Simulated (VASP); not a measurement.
Runs of VASP 6.6.1 on As. The structure is that of space group Pm-3m (No. 221), or close to it. The cells are those of the table. This isn't the form of As at room conditions, which is rhombohedral.

```csv
task,cell,cutoff (eV),gap on the mesh (eV),pressure (GPa)
single point,"a = 2.559 Å, 1 atom",520,none,20.3
single point,"a = 2.619 Å, 1 atom",520,none,(a)
single point,"a = 2.655 Å, 1 atom",520,none,5.0
relaxation of cell and atoms,"relaxed to 20 GPa from a = 2.870 Å, 1 atom",600,none,20.0
relaxation of cell and atoms,"relaxed from a = 2.870 Å, 1 atom",600,none,0.1
```

Alike in all rows: level r2SCAN; potentials or basis VASP PAW PBE potentials, release 64 (As); no spin polarisation; k mesh 9 × 9 × 9; smearing gaussian 0.1 eV.

Question: Estimate the missing entries.

Answer: (a) 10.1.

Caveats: the PAW data sets were made with another functional, which shifts forces and pressure a little; the cell stands under pressure (at least some runs); the cell is relaxed towards a set pressure, so the run minimises the enthalpy, not the energy (at least some runs).

A k mesh can miss the band edges, and the runs leave out spin-orbit coupling on As.

A gap of «none» marks levels without a gap at the run's occupations.
